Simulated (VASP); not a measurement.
# Bi (R-3m) in VASP: a series of runs, part 2 of 2

VASP 6.6.1. Earlier steps stand in the parts before.

### Step 4. Single point, PBE (35.77 Å³/atom)

This run uses another cell than the first one, of 35.77 Å³/atom.

INCAR

```
SYSTEM = Bi
PREC     = Accurate       ! precision mode
ENCUT    = 520            ! plane-wave cutoff, eV
EDIFF    = 1E-6           ! SCF threshold, eV
ISMEAR   = 0              ! smearing method
SIGMA    = 0.1            ! smearing width, eV
LREAL    = .False.        ! projectors in reciprocal space
LASPH    = .True.         ! aspherical terms in the spheres
NELM     = 80             ! most SCF steps
ALGO     = Fast           ! electronic algorithm
ISIF     = 2              ! what is computed and relaxed
LWAVE    = .False.        ! write WAVECAR
LCHARG   = .False.        ! write CHGCAR
GGA      = PE             ! functional
NBANDS   = 22             ! bands
```

KPOINTS

```
Automatic mesh
0
Gamma
  12 12 12
  0 0 0
```

POSCAR

```
Bi
1.0
    2.2786594319      1.3155846364      3.9769886763
   -2.2786594319      1.3155846364      3.9769886763
    0.0000000000     -2.6311692728      3.9769886763
Bi
2
Direct
    0.2352968491      0.2352968491      0.2352968491
    0.7647031509      0.7647031509      0.7647031509
```

Potentials or basis: VASP PAW PBE potentials, release 64 (Bi_d).

Launch:

```bash
cat potpaw_PBE.64/Bi_d/POTCAR > POTCAR
mpirun -np 1 vasp_std > vasp.out
```

OUTCAR:

```text
SYSTEM = Bi
   PREC = Accurate
   ENCUT = 520
   EDIFF = 1E-6
   ISMEAR = 0
   LREAL = .False.
   LASPH = .True.
   NELM = 80
   ISIF = 2
   GGA = PE

 ion  position               nearest neighbor table
   1  0.235  0.235  0.235-   2 3.10   2 3.10   2 3.10   2 3.52   2 3.52   2 3.52
   2  0.765  0.765  0.765-   1 3.10   1 3.10   1 3.10   1 3.52   1 3.52   1 3.52

  LATTYP: Found a trigonal (rhomboedric) cell.
 ALAT       =     4.7685942031
 COS(alpha) =     0.5433240893

  Lattice vectors:

 A1 = (   2.2786594319,   1.3155846364,   3.9769886763)
 A2 = (  -2.2786594319,   1.3155846364,   3.9769886763)
 A3 = (   0.0000000000,  -2.6311692728,   3.9769886763)

Analysis of symmetry for initial positions (statically):
=====================================================================
 Subroutine PRICEL returns:
 Original cell was already a primitive cell.

 Routine SETGRP: Setting up the symmetry group for a
 trigonal (rhombohedral) supercell.

 Subroutine GETGRP returns: Found 12 space group operations
 (whereof 12 operations were pure point group operations)
 out of a pool of 12 trial point group operations.

The static configuration has the point symmetry D_3d.

Analysis of symmetry for dynamics (positions and initial velocities):
=====================================================================
 Subroutine PRICEL returns:
 Original cell was already a primitive cell.

 Routine SETGRP: Setting up the symmetry group for a
 trigonal (rhombohedral) supercell.

 Subroutine GETGRP returns: Found 12 space group operations
 (whereof 12 operations were pure point group operations)
 out of a pool of 12 trial point group operations.

The dynamic configuration has the point symmetry D_3d.

 Subroutine INISYM returns: Found 12 space group operations
 (whereof 12 operations are pure point group operations),
 and found     1 'primitive' translations

----------------------------------------------------------------------------------------

                                     Primitive cell

  volume of cell :      71.5326

  direct lattice vectors                    reciprocal lattice vectors
     2.278659432  1.315584636  3.976988676     0.219427262  0.126686389  0.083815510
    -2.278659432  1.315584636  3.976988676    -0.219427262  0.126686389  0.083815510
     0.000000000 -2.631169273  3.976988676     0.000000000 -0.253372777  0.083815510

  length of vectors
     4.768594203  4.768594203  4.768594203     0.266876009  0.266876009  0.266876009

  position of ions in fractional coordinates (direct lattice)
     0.235296849  0.235296849  0.235296849
     0.764703151  0.764703151  0.764703151

  ion indices of the primitive-cell ions
   primitive index   ion index
                 1           1
                 2           2

----------------------------------------------------------------------------------------

 KPOINTS: Automatic mesh

Automatic generation of k-mesh.
 Grid dimensions read from file:
 generate k-points for:   12   12   12

 Generating k-lattice:

  Cartesian coordinates                     Fractional coordinates (reciprocal lattice)
     0.018285605  0.010557199  0.006984626     0.083333333 -0.000000000  0.000000000
    -0.018285605  0.010557199  0.006984626    -0.000000000  0.083333333  0.000000000
     0.000000000 -0.021114398  0.006984626     0.000000000  0.000000000  0.083333333

  Length of vectors
     0.022239667  0.022239667  0.022239667

  Shift w.r.t. Gamma in fractional coordinates (k-lattice)
     0.000000000  0.000000000  0.000000000

 Subroutine IBZKPT returns following result:
 ===========================================

 Found    189 irreducible k-points:

 Following reciprocal coordinates:
            Coordinates               Weight
  0.000000  0.000000  0.000000      1.000000
  0.083333 -0.000000  0.000000      6.000000
  0.166667 -0.000000  0.000000      6.000000
  0.250000  0.000000  0.000000      6.000000
  0.333333  0.000000  0.000000      6.000000
  0.416667  0.000000  0.000000      6.000000
[... 16 lines left out ...]
  0.500000  0.166667  0.000000     12.000000
 -0.416667  0.166667 -0.000000     12.000000
 [... further k-points ...]
   k-points           NKPTS =    189   k-points in BZ     NKDIM =    189   number of bands    NBANDS=     22
   number of dos      NEDOS =    301   number of ions     NIONS =      2
   total plane-waves  NPLWV =  46656
   dimension x,y,z NGX =    36 NGY =   36 NGZ =   36
   dimension x,y,z NGXF=    72 NGYF=   72 NGZF=   72
   ions per type =               2
   NGX,Y,Z   is equivalent  to a cutoff of  12.55, 12.55, 12.55 a.u.
   NGXF,Y,Z  is equivalent  to a cutoff of  25.10, 25.10, 25.10 a.u.
 SYSTEM =  Bi
   PREC   = accura    normal or accurate (medium, high low for compatibility)
   ISTART =      0    job   : 0-new  1-cont  2-samecut
   ICHARG =      2    charge: 1-file 2-atom 10-const
   ISPIN  =      1    spin polarized calculation?
   LNONCOLLINEAR =      F non collinear calculations
   LSORBIT =      F    spin-orbit coupling
   LASPH  =      T    aspherical Exc in radial PAW
   ENCUT  =  520.0 eV  38.22 Ry    6.18 a.u.   8.87  8.87  8.87*2*pi/ulx,y,z
   NELM   =     80;   NELMIN=  2; NELMDL= -5     # of ELM steps
   EDIFF  = 0.1E-05   stopping-criterion for ELM
   LREAL  =      F    real-space projection
   EDIFFG = 0.1E-04   stopping-criterion for IOM
   NSW    =      0    number of steps for IOM
   IBRION =     -1    ionic relax: 0-MD 1-quasi-New 2-CG
   NFREE  =      0    steps in history (QN), initial steepest desc. (CG)
   ISIF   =      2    stress and relaxation
   ISYM   =      2    0-nonsym 1-usesym 2-fastsym
   POTIM  = 0.5000    time-step for ionic-motion
   TEBEG  =    0.0;   TEEND  =   0.0 temperature during run
   PSTRESS=    0.0 pullay stress
   NELECT =      30.0000    total number of electrons
   NUPDOWN=      -1.0000    fix difference up-down
   EMIN   =  10.00;   EMAX   =-10.00  energy-range for DOS
   EFERMI =   0.00;   METHOD = LEGACY
   ISMEAR =     0;   SIGMA  =   0.10  broadening in eV -4-tet -1-fermi 0-gaus
   EFERMI_NEDOS =   21; number of points for ismear=-14 and -15
   IALGO  =     68    algorithm
   IMIX   =      4    mixing-type and parameters
     AMIX     =   0.40;   BMIX     =  1.00
     AMIX_MAG =   1.60;   BMIX_MAG =  1.00
  volume/ion in A,a.u.               =      35.77       241.36
  Fermi-wavevector in a.u.,A,eV,Ry     =   1.225408  2.315685 20.430839  1.501624
  Thomas-Fermi vector in A             =   2.360447
   LORBIT       =      0    0 simple, 1 ext, 2 COOP (PROOUT), +10 PAW based schemes
   GGA     = PE    functional components
   LHFCALC =     F    Hartree Fock is set to
   AEXX    =    0.0000 exact exchange contribution
   IVDW    =     0    specifies the selected vdW correction
   LEPSILON=     F    determine dielectric tensor
   LRPA    =     F    only Hartree local field effects (RPA)
 non-spin polarized calculation
 RMM-DIIS sequential band-by-band and
 Gauss-broadening in eV      SIGMA  =   0.10
  energy-cutoff  :      520.00
  volume of cell :       71.53
 maximum number of plane-waves:      1961
   NGX = 17   NGY = 17   NGZ = 17

 number of electron      29.9999992 magnetization

 Free energy of the ion-electron system (eV)
  ---------------------------------------------------
  ext. energy  EPLUGINS =         0.00000000
  ---------------------------------------------------
  free energy    TOTEN  =        -7.76865302 eV

  energy without entropy =       -7.76742695  energy(sigma->0) =       -7.76803999

 E-fermi :   6.1324     XC(G=0):  -9.4594

 val. band max:        6.1150189439   @ k =  -0.4167   0.5000   0.4167
 cond. band min:       6.2074066158   @ k =   0.4167   0.0000   0.0000
 fundamental gap:      0.0923876719
 Fermi energy:         6.1324288367

 k-point     1 :       0.0000    0.0000    0.0000
  band No.  band energies     occupation
      1     -16.7481      2.00000
      2     -16.7481      2.00000
      3     -16.6063      2.00000
      4     -16.6063      2.00000
      5     -16.5951      2.00000
      6     -16.4346      2.00000
[... 14 lines left out ...]
     21      11.9325      0.00000
     22      12.1922      0.00000
[... 552 lines left out ...]
  band No.  band energies     occupation
      1     -16.6751      2.00000
      2     -16.5772      2.00000
      3     -16.5667      2.00000
      4     -16.5508      2.00000
      5     -16.5260      2.00000
      6     -16.5116      2.00000
[... 14 lines left out ...]
     21      14.1453      0.00000
     22      16.0810      0.00000

 [... further k-points ...]

------------------------ aborting loop because EDIFF is reached ----------------------------------------

  FORCE on cell =-STRESS in cart. coord.  units (eV):
  Direction    XX          YY          ZZ          XY          YZ          ZX
  --------------------------------------------------------------------------------------
  -------------------------------------------------------------------------------------
  Total        0.4051505      0.4051505      0.3812731      0.0000000      0.0000000      0.0000000
  in kB        9.0745093      9.0745093      8.5397052      0.0000000      0.0000000      0.0000000
  external PRESSURE =       8.8962412 kB  Pullay stress =       0.0000000 kB

 VOLUME and BASIS-vectors are now :
 -----------------------------------------------------------------------------
  energy-cutoff  :      520.00
  volume of cell :       71.53
      direct lattice vectors                 reciprocal lattice vectors
     2.278659432  1.315584636  3.976988676     0.219427262  0.126686389  0.083815510
    -2.278659432  1.315584636  3.976988676    -0.219427262  0.126686389  0.083815510
     0.000000000 -2.631169273  3.976988676     0.000000000 -0.253372777  0.083815510

 POSITION                                       TOTAL-FORCE (eV/Angst)
 -----------------------------------------------------------------------------------
      0.00000      0.00000      2.80732         0.000000      0.000000      0.005401
      0.00000      0.00000      9.12365         0.000000      0.000000     -0.005401
 -----------------------------------------------------------------------------------
    total drift:                                0.000000      0.000000     -0.000000

  FREE ENERGIE OF THE ION-ELECTRON SYSTEM (eV)
  ---------------------------------------------------
  free  energy   TOTEN  =        -7.7686530223 eV

  energy  without entropy=       -7.7674269504  energy(sigma->0) =       -7.76803999
```

It took 6.5 min on 1 thread of Intel Xeon 8259CL, shared host; peak memory 0.37 GiB.

What came out:

```
Free energy            : -7.7687 eV
Pressure               : 0.9 GPa
Largest force          : 0.005 eV/Å
Band gap on the k mesh : zero (bands 15 and 16 overlap by 0.20 eV)
```

Forces in eV/Å, atoms in the order of the input:
```
Bi   0.000  0.000  0.005
Bi   0.000  0.000 -0.005
```

Levels at points of the mesh, in eV from the Fermi level:
```
           k point  band 12  band 13  band 14  band 15  band 16  band 17  band 18  band 19
(0.00, 0.00, 0.00)    -7.52    -1.49    -1.14    -1.14     2.59     2.96     2.96     5.57
(0.50, 0.00, 0.00)   -10.47    -1.26    -1.06    -0.26    -0.22     0.46     0.96     7.50
(0.50, 0.50, 0.00)    -9.42    -4.60    -2.98    -2.80     2.47     4.85     5.32     6.63
(0.50, 0.50, 0.50)    -9.94    -0.82    -0.51    -0.51     0.68     0.68     0.69     7.04
```

Caveat: spin-orbit coupling is left out, which moves the levels of the heavy elements.

### Step 5. Overview

```tsv
cell	k mesh	gap on the mesh (eV)	pressure (GPa)	largest force (eV/Å)
a = 4.729 Å, angles 57.3°, 2 atoms, atomic positions A	6 × 6 × 6	none	2.1	0.13
a = 4.691 Å, angles 57.8°, 2 atoms, atomic positions B	12 × 12 × 12	none	2.1	0.01
a = 4.769 Å, angles 57.1°, 2 atoms, atomic positions C	12 × 12 × 12	none	0.9	0.01
```

Alike in all rows: task single point; level PBE; potentials or basis VASP PAW PBE potentials, release 64 (Bi_d); no spin polarisation; cutoff (eV) 520; smearing gaussian 0.1 eV.

Caveats: spin-orbit coupling is left out, which moves the levels of the heavy elements.

Absolute energies hang on the potentials; compare differences alone.
